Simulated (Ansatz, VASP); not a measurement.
Two plane-wave programs on Ti3CuBr

INCAR

```
SYSTEM = Ti3CuBr
PREC = Accurate
ENCUT = 600
EDIFF = 1E-6
ISMEAR = 0
SIGMA = 0.1
LREAL = .FALSE.
LASPH = .TRUE.
NELM = 80
ALGO = Normal
ISIF = 3
LWAVE = .FALSE.
LCHARG = .FALSE.
GGA = PE
IBRION = 2
NSW = 100
EDIFFG = -0.01
```

KPOINTS

```
regular mesh
0
G
  8 8 8
  0 0 0
```

File POSCAR:

```
Ti3CuBr
1.0
    4.6931464865      0.0000000000      0.0000000000
    0.0000000000      4.6931464865      0.0000000000
    0.0000000000      0.0000000000      4.6931464865
Ti Cu Br
3 1 1
Direct
    0.0000000000      0.5000000000      0.5000000000
    0.5000000000      0.5000000000      0.0000000000
    0.5000000000      0.0000000000      0.5000000000
    0.5000000000      0.5000000000      0.5000000000
    0.0000000000      0.0000000000      0.0000000000
```

Input for Ansatz:

```yaml
crystal:
  lattice:
    - [4.6931464865, 0.0, 0.0]
    - [0.0, 4.6931464865, 0.0]
    - [0.0, 0.0, 4.6931464865]
  atoms:
    - { symbol: Ti, position: [0.0, 0.5, 0.5] }
    - { symbol: Ti, position: [0.5, 0.5, 0.0] }
    - { symbol: Ti, position: [0.5, 0.0, 0.5] }
    - { symbol: Cu, position: [0.5, 0.5, 0.5] }
    - { symbol: Br, position: [0.0, 0.0, 0.0] }
basis:
  ecutwfc: 420
kpoints:
  mp_grid: { grid: [8, 8, 8] }
hamiltonian:
  xc: pbe
scf:
  occupations: { method: gaussian, width: 0.1 }
output:
  forces: true
  stress: true
  eigenvalues: true
  write_density: true
  write_potential: true
  elf: true
  volumetric_format: npy
relax:
  adjacent_minimum: "off"
  f_tol: 0.01
  max_steps: 80
  cell: { stress_tol: 0.05 }
```

Change from the starting cell: species swapped into the CsHgCl3 type (Pm-3m, No. 221).

Alike in both runs: task relaxation of cell and atoms; functional PBE; k mesh 8 × 8 × 8; occupations gaussian, width 0.1 eV; no spin polarisation.

|  | VASP | Ansatz |
| --- | --- | --- |
| version | VASP 6.6.1 | Ansatz 0.2.0 |
| potentials or method | VASP PAW PBE potentials, release 64 (Ti_sv, Cu, Br), cutoff 600 eV | scalar-relativistic, plane waves, PAW |
| valence electrons in the cell | 54 | 62 |

```csv
,VASP,Ansatz,Ansatz less VASP
"gap on the k mesh at the Fermi level, each at its own relaxed structure (eV)",none,none,-
relaxed volume (Å³/atom),20.73,20.69,-0.035
relaxed length of the cell vector where the two differ most in proportion (Å),4.697,4.695,-0.0026
```

A gap of «none» marks a metal or a gap that the smearing closes. VASP's potentials hold 54 valence electrons a cell and Ansatz's 62, so a difference there can come from the potentials and not from the codes.
